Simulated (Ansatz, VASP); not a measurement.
Ga2Sb2CO in VASP and in Ansatz

Contents of INCAR:

```
  PREC = Accurate
  ENCUT = 520
  EDIFF = 1E-6
  ISMEAR = 0
  SIGMA = 0.1
  LREAL = False
  LASPH = True
  NELM = 100
  ALGO = Normal
  ISIF = 2
  LWAVE = False
  LCHARG = False
  LDIPOL = True
  IDIPOL = 3
  DIPOL = 0.5 0.5 0.348
  GGA = PE
  IVDW = 12
  NBANDS = 32
```

Contents of KPOINTS:

```
regular mesh
0
Gamma
  6 6 1
```

Contents of POSCAR:

```
Ga2Sb2CO
1.0
    4.3343814647      0.0000000000      0.0000000000
   -2.1671907324      3.7536844581      0.0000000000
    0.0000000000      0.0000000000     23.6197422994
Sb Ga O C
2 2 1 1
Direct
    0.0000000000      0.0000000000      0.1693498578
    0.3333333333      0.6666666667      0.3259656336
    0.3333333333      0.6666666667      0.2068080104
    0.6666666667      0.3333333333      0.3585874135
    0.6666666667      1.0000000000      0.4898335533
    0.6666666667      1.0000000000      0.5385216375
```

Input for Ansatz:

```yaml
crystal:
  lattice:
    - [4.3343814647, 0.0, 0.0]
    - [-2.1671907324, 3.7536844581, 0.0]
    - [0.0, 0.0, 23.6197422994]
  atoms:
    - { symbol: Sb, position: [0.0, 0.0, 0.1693498578] }
    - { symbol: Ga, position: [0.3333333333, 0.6666666667, 0.2068080104] }
    - { symbol: Sb, position: [0.3333333333, 0.6666666667, 0.3259656336] }
    - { symbol: Ga, position: [0.6666666667, 0.3333333333, 0.3585874135] }
    - { symbol: O, position: [0.6666666667, 1.0, 0.4898335533] }
    - { symbol: C, position: [0.6666666667, 1.0, 0.5385216375] }
basis:
  ecutwfc: 420
kpoints:
  mp_grid: { grid: [6, 6, 1] }
hamiltonian:
  xc: pbe
  pseudopotentials: { kind: paw, azcp: { folder: soft_1 } }
  dispersion: d3bj
scf:
  occupations: { method: gaussian, width: 0.1 }
output:
  forces: true
  eigenvalues: true
efield:
  axis: 3
  dipole_correction: true
  ramp_width: 0.04
```

Alike in both runs: task single point; functional PBE; dispersion D3(BJ); k mesh 6 × 6 × 1; occupations gaussian, width 0.1 eV; no spin polarisation.

|  | VASP | Ansatz |
| --- | --- | --- |
| version | VASP 6.6.1 | Ansatz 0.2.0 |
| potentials or method | VASP PAW PBE potentials, release 64 (Sb, Ga_d, O, C), cutoff 520 eV | scalar-relativistic, plane waves, PAW |
| valence electrons in the cell | 46 | 66 |

Ansatz gave:

```
gap on the k mesh at the Fermi level (eV) : 0.03
least direct gap on the mesh (eV)         : 0.14
rms of the force components (eV/Å)        : 0.496
```

Which values does VASP return?

gap on the k mesh at the Fermi level (eV): 0.03; least direct gap on the mesh (eV): 0.14; rms of the force components (eV/Å): 0.227.

One of these differences is far larger than is usual between the two programs; its cause wasn't traced. VASP's potentials hold 46 valence electrons a cell and Ansatz's 66, so a difference there can come from the potentials and not from the codes.

Neither program's run includes spin-orbit coupling. Noted on VASP's run: the standard files for N, O and F lose accuracy on very short bonds.
